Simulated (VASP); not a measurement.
# Tc (P6_3/mmc) in VASP: single point with PBE

Aim: the single point of Tc with PBE.

All numbers are computed with VASP 6.6.1; they aren't measurements. Logs are shortened: lines on timing, memory, paths and dates and some standing lists are left out, and cuts for length are marked.

**1. The cell of the first run**

The structure is hexagonal, space group P6_3/mmc (No. 194). The conventional cell has a = 2.751 Å, b = 2.751 Å, c = 4.393 Å, α = 90.00°, β = 90.00°, γ = 120.00°. Within 3.6 Å of Tc (site symmetry -6m2) lie 12 Tc at 2.71 to 2.75 Å.

**2. Single point, PBE**

INCAR reads:

```
SYSTEM = Tc
PREC = Accurate
ENCUT = 500
EDIFF = 1E-6
ISMEAR = 0
SIGMA = 0.05
LREAL = .FALSE.
LASPH = .TRUE.
NELM = 120
ALGO = Normal
ISIF = 2
LWAVE = .FALSE.
LCHARG = .TRUE.
GGA = PE
LELF = .TRUE.
LVHAR = .TRUE.
NBANDS = 20
GGA_COMPAT = .FALSE.
```

KPOINTS reads:

```
regular mesh
0
G
  8 8 4
  0 0 0
```

POSCAR reads:

```
Tc
1.0
    2.7512809728      0.0000000000      0.0000000000
   -1.3756404864      2.3826792154      0.0000000000
    0.0000000000      0.0000000000      4.3934340710
Tc
2
Direct
    0.3333333333      0.6666666667      0.7500000000
    0.6666666667      0.3333333333      0.2500000000
```

Potentials or basis: VASP PAW PBE potentials, release 64 (Tc_pv).

Launch:

```console
$ cat potpaw_PBE.64/Tc_pv/POTCAR > POTCAR
$ mpirun -np 1 vasp_std > vasp.out
```

OUTCAR:

```text
SYSTEM = Tc
   PREC = Accurate
   ENCUT = 500
   EDIFF = 1E-6
   ISMEAR = 0
   LREAL = .FALSE.
   LASPH = .TRUE.
   NELM = 120
   ISIF = 2
   GGA = PE

 ion  position               nearest neighbor table
   1  0.333  0.667  0.750-   2 2.71   2 2.71   2 2.71   2 2.71   2 2.71   2 2.71
   2  0.667  0.333  0.250-   1 2.71   1 2.71   1 2.71   1 2.71   1 2.71   1 2.71

  LATTYP: Found a hexagonal cell.
 ALAT       =     2.7512809728
 C/A-ratio  =     1.5968685548

  Lattice vectors:

 A1 = (   2.7512809728,   0.0000000000,   0.0000000000)
 A2 = (  -1.3756404864,   2.3826792154,   0.0000000000)
 A3 = (   0.0000000000,   0.0000000000,   4.3934340710)

Analysis of symmetry for initial positions (statically):
=====================================================================
 Subroutine PRICEL returns:
 Original cell was already a primitive cell.

 Routine SETGRP: Setting up the symmetry group for a
 hexagonal supercell.

 Subroutine GETGRP returns: Found 24 space group operations
 (whereof 12 operations were pure point group operations)
 out of a pool of 24 trial point group operations.

The static configuration has the point symmetry D_3d.
 The point group associated with its full space group is D_6h.

Analysis of symmetry for dynamics (positions and initial velocities):
=====================================================================
 Subroutine PRICEL returns:
 Original cell was already a primitive cell.

 Routine SETGRP: Setting up the symmetry group for a
 hexagonal supercell.

 Subroutine GETGRP returns: Found 24 space group operations
 (whereof 12 operations were pure point group operations)
 out of a pool of 24 trial point group operations.

The dynamic configuration has the point symmetry D_3d.
 The point group associated with its full space group is D_6h.

 Subroutine INISYM returns: Found 24 space group operations
 (whereof 12 operations are pure point group operations),
 and found     1 'primitive' translations

----------------------------------------------------------------------------------------

                                     Primitive cell

  volume of cell :      28.8008

  direct lattice vectors                    reciprocal lattice vectors
     2.751280973  0.000000000  0.000000000     0.363467058  0.209847804  0.000000000
    -1.375640486  2.382679215  0.000000000     0.000000000  0.419695607  0.000000000
     0.000000000  0.000000000  4.393434071     0.000000000  0.000000000  0.227612383

  length of vectors
     2.751280973  2.751280973  4.393434071     0.419695607  0.419695607  0.227612383

  position of ions in fractional coordinates (direct lattice)
     0.333333333  0.666666667  0.750000000
     0.666666667  0.333333333  0.250000000

  ion indices of the primitive-cell ions
   primitive index   ion index
                 1           1
                 2           2

----------------------------------------------------------------------------------------

 KPOINTS: regular mesh

Automatic generation of k-mesh.
 Grid dimensions read from file:
 generate k-points for:    8    8    4

 Generating k-lattice:

  Cartesian coordinates                     Fractional coordinates (reciprocal lattice)
     0.045433382  0.026230975  0.000000000     0.125000000  0.000000000  0.000000000
     0.000000000  0.052461951  0.000000000     0.000000000  0.125000000  0.000000000
     0.000000000  0.000000000  0.056903096     0.000000000  0.000000000  0.250000000

  Length of vectors
     0.052461951  0.052461951  0.056903096

  Shift w.r.t. Gamma in fractional coordinates (k-lattice)
     0.000000000  0.000000000  0.000000000

 Subroutine IBZKPT returns following result:
 ===========================================

 Found     30 irreducible k-points:

 Following reciprocal coordinates:
            Coordinates               Weight
  0.000000  0.000000  0.000000      1.000000
  0.125000  0.000000  0.000000      6.000000
  0.250000  0.000000  0.000000      6.000000
  0.375000  0.000000  0.000000      6.000000
  0.500000  0.000000  0.000000      3.000000
  0.125000  0.125000  0.000000      6.000000
[... 16 lines left out ...]
  0.250000  0.000000  0.500000      6.000000
  0.375000  0.000000  0.500000      6.000000
 [... further k-points ...]
   k-points           NKPTS =     30   k-points in BZ     NKDIM =     30   number of bands    NBANDS=     20
   number of dos      NEDOS =    301   number of ions     NIONS =      2
   total plane-waves  NPLWV =  12800
   dimension x,y,z NGX =    20 NGY =   20 NGZ =   32
   dimension x,y,z NGXF=    40 NGYF=   40 NGZF=   64
   ions per type =               2
   NGX,Y,Z   is equivalent  to a cutoff of  12.08, 12.08, 12.11 a.u.
   NGXF,Y,Z  is equivalent  to a cutoff of  24.17, 24.17, 24.22 a.u.
 SYSTEM =  Tc
   PREC   = accura    normal or accurate (medium, high low for compatibility)
   ISTART =      0    job   : 0-new  1-cont  2-samecut
   ICHARG =      2    charge: 1-file 2-atom 10-const
   ISPIN  =      1    spin polarized calculation?
   LNONCOLLINEAR =      F non collinear calculations
   LSORBIT =      F    spin-orbit coupling
   LASPH  =      T    aspherical Exc in radial PAW
   ENCUT  =  500.0 eV  36.75 Ry    6.06 a.u.   5.02  5.02  8.01*2*pi/ulx,y,z
   NELM   =    120;   NELMIN=  2; NELMDL= -5     # of ELM steps
   EDIFF  = 0.1E-05   stopping-criterion for ELM
   LREAL  =      F    real-space projection
[... 7 lines left out ...]
   TEBEG  =    0.0;   TEEND  =   0.0 temperature during run
   PSTRESS=    0.0 pullay stress
   NELECT =      26.0000    total number of electrons
   NUPDOWN=      -1.0000    fix difference up-down
   EMIN   =  10.00;   EMAX   =-10.00  energy-range for DOS
   EFERMI =   0.00;   METHOD = LEGACY
   ISMEAR =     0;   SIGMA  =   0.05  broadening in eV -4-tet -1-fermi 0-gaus
   EFERMI_NEDOS =   21; number of points for ismear=-14 and -15
   IALGO  =     38    algorithm
   IMIX   =      4    mixing-type and parameters
     AMIX     =   0.40;   BMIX     =  1.00
     AMIX_MAG =   1.60;   BMIX_MAG =  1.00
  volume/ion in A,a.u.               =      14.40        97.18
  Fermi-wavevector in a.u.,A,eV,Ry     =   1.582211  2.989945 34.060712  2.503392
  Thomas-Fermi vector in A             =   2.682169
   LORBIT       =      0    0 simple, 1 ext, 2 COOP (PROOUT), +10 PAW based schemes
   GGA     = PE    functional components
   LHFCALC =     F    Hartree Fock is set to
   AEXX    =    0.0000 exact exchange contribution
   IVDW    =     0    specifies the selected vdW correction
   LEPSILON=     F    determine dielectric tensor
   LRPA    =     F    only Hartree local field effects (RPA)
 non-spin polarized calculation
 Gauss-broadening in eV      SIGMA  =   0.05
  energy-cutoff  :      500.00
  volume of cell :       28.80
 maximum number of plane-waves:       752
 NGX is ok and might be reduce to    20
   NGX =  9   NGY =  9   NGZ = 17

 number of electron      25.9999992 magnetization

 Free energy of the ion-electron system (eV)
  ---------------------------------------------------
  ext. energy  EPLUGINS =         0.00000000
  ---------------------------------------------------
  free energy    TOTEN  =       -20.71517937 eV

  energy without entropy =      -20.71381925  energy(sigma->0) =      -20.71449931

 E-fermi :  12.5804     XC(G=0): -13.7547

 val. band max:       12.5581685822   @ k =   0.1250   0.1250   0.0000
 cond. band min:      12.6048716684   @ k =   0.0000   0.0000   0.2500
 fundamental gap:      0.0467030862
 Fermi energy:        12.5804160816

 k-point     1 :       0.0000    0.0000    0.0000
  band No.  band energies     occupation
      1     -26.8604      2.00000
      2     -25.7905      2.00000
      3     -25.7905      2.00000
      4     -25.6036      2.00000
      5     -25.6036      2.00000
      6     -25.5427      2.00000
[... 12 lines left out ...]
     19      23.5886      0.00000
     20      26.8210      0.00000

 k-point     2 :       0.1250    0.0000    0.0000
  band No.  band energies     occupation
      1     -26.7990      2.00000
      2     -25.9251      2.00000
      3     -25.8342      2.00000
      4     -25.7423      2.00000
      5     -25.6225      2.00000
      6     -25.5698      2.00000
[... 12 lines left out ...]
     19      23.4943      0.00000
     20      27.8625      0.00000

 k-point     3 :       0.2500    0.0000    0.0000
  band No.  band energies     occupation
      1     -26.6335      2.00000
      2     -26.2489      2.00000
      3     -26.0614      2.00000
      4     -25.9338      2.00000
      5     -25.6727      2.00000
      6     -25.6519      2.00000
[... 12 lines left out ...]
     19      23.1416      0.00000
     20      27.2563      0.00000

 k-point     4 :       0.3750    0.0000    0.0000
  band No.  band energies     occupation
      1     -26.5697      2.00000
      2     -26.4214      2.00000
      3     -26.3618      2.00000
      4     -26.0279      2.00000
      5     -25.7802      2.00000
      6     -25.7266      2.00000
[... 12 lines left out ...]
     19      23.5537      0.00000
     20      23.8817      0.00000

 k-point     5 :       0.5000    0.0000    0.0000
  band No.  band energies     occupation
      1     -26.7014      2.00000
      2     -26.4817      2.00000
      3     -26.2960      2.00000
      4     -26.0656      2.00000
      5     -25.8706      2.00000
      6     -25.7495      2.00000
[... 12 lines left out ...]
     19      23.9761      0.00000
     20      24.9203      0.00000

 k-point     6 :       0.1250    0.1250    0.0000
  band No.  band energies     occupation
      1     -26.6852      2.00000
      2     -26.1108      2.00000
      3     -26.0406      2.00000
      4     -25.8498      2.00000
      5     -25.6871      2.00000
      6     -25.6248      2.00000
[... 12 lines left out ...]
     19      23.2784      0.00000
     20      28.4838      0.00000

 k-point     7 :       0.2500    0.1250    0.0000
  band No.  band energies     occupation
      1     -26.4925      2.00000
      2     -26.4076      2.00000
      3     -26.2843      2.00000
      4     -26.0023      2.00000
      5     -25.7748      2.00000
      6     -25.7338      2.00000
[... 12 lines left out ...]
     19      23.1053      0.00000
     20      25.2040      0.00000
[... 277 lines left out ...]
 k-point    20 :       0.3750    0.2500    0.2500
  band No.  band energies     occupation
      1     -26.6083      2.00000
      2     -26.5058      2.00000
      3     -26.3647      2.00000
      4     -26.1172      2.00000
      5     -25.9440      2.00000
      6     -25.8393      2.00000
[... 12 lines left out ...]
     19      23.1816      0.00000
     20      25.0116      0.00000

 k-point    21 :       0.0000    0.0000    0.5000
  band No.  band energies     occupation
      1     -26.2230      2.00000
      2     -26.2230      2.00000
      3     -25.6974      2.00000
      4     -25.6974      2.00000
      5     -25.6974      2.00000
      6     -25.6974      2.00000
[... 12 lines left out ...]
     19      26.4701      0.00000
     20      26.4701      0.00000

 k-point    22 :       0.1250    0.0000    0.5000
  band No.  band energies     occupation
      1     -26.2548      2.00000
      2     -26.2548      2.00000
      3     -25.7800      2.00000
      4     -25.7800      2.00000
      5     -25.7291      2.00000
      6     -25.7291      2.00000
[... 12 lines left out ...]
     19      27.2475      0.00000
     20      27.2475      0.00000

 k-point    23 :       0.2500    0.0000    0.5000
  band No.  band energies     occupation
      1     -26.4208      2.00000
      2     -26.4208      2.00000
      3     -25.8815      2.00000
      4     -25.8815      2.00000
      5     -25.8045      2.00000
      6     -25.8045      2.00000
[... 12 lines left out ...]
     19      27.8670      0.00000
     20      27.8670      0.00000

 k-point    24 :       0.3750    0.0000    0.5000
  band No.  band energies     occupation
      1     -26.6685      2.00000
      2     -26.6685      2.00000
      3     -25.8912      2.00000
      4     -25.8912      2.00000
      5     -25.8790      2.00000
      6     -25.8790      2.00000
[... 12 lines left out ...]
     19      25.6782      0.00000
     20      25.6782      0.00000

 [... further k-points ...]

------------------------ aborting loop because EDIFF is reached ----------------------------------------

  FORCE on cell =-STRESS in cart. coord.  units (eV):
  Direction    XX          YY          ZZ          XY          YZ          ZX
  --------------------------------------------------------------------------------------
  -------------------------------------------------------------------------------------
  Total       -0.1479241     -0.1479241     -0.1659730      0.0000000     -0.0000000      0.0000000
  in kB       -8.2289603     -8.2289603     -9.2330118      0.0000000     -0.0000000      0.0000000
  external PRESSURE =      -8.5636441 kB  Pullay stress =       0.0000000 kB

 VOLUME and BASIS-vectors are now :
 -----------------------------------------------------------------------------
  energy-cutoff  :      500.00
  volume of cell :       28.80
      direct lattice vectors                 reciprocal lattice vectors
     2.751280973  0.000000000  0.000000000     0.363467058  0.209847804  0.000000000
    -1.375640486  2.382679215  0.000000000     0.000000000  0.419695607  0.000000000
     0.000000000  0.000000000  4.393434071     0.000000000  0.000000000  0.227612383

 POSITION                                       TOTAL-FORCE (eV/Angst)
 -----------------------------------------------------------------------------------
     -0.00000      1.58845      3.29508        -0.000000      0.000000      0.000000
      1.37564      0.79423      1.09836         0.000000     -0.000000      0.000000
 -----------------------------------------------------------------------------------
    total drift:                               -0.000000      0.000000     -0.000000

  FREE ENERGIE OF THE ION-ELECTRON SYSTEM (eV)
  ---------------------------------------------------
  free  energy   TOTEN  =       -20.7151793680 eV

  energy  without entropy=      -20.7138192545  energy(sigma->0) =      -20.71449931
```

Wall time 25 s (1 thread of Intel Xeon 8259CL, shared host); peak memory 0.14 GiB.

Results:

| Item | Value |
| --- | --- |
| Free energy | -20.7152 eV |
| Pressure | -0.9 GPa |
| Band gap on the k mesh | zero (bands 13 and 14 overlap by 3.33 eV) |

Stress tensor (GPa, compression positive):
```
-0.82  0.00  0.00
 0.00 -0.82  0.00
 0.00  0.00 -0.92
```

The gap in the log of VASP goes by the Fermi energy; the results here count the filled bands.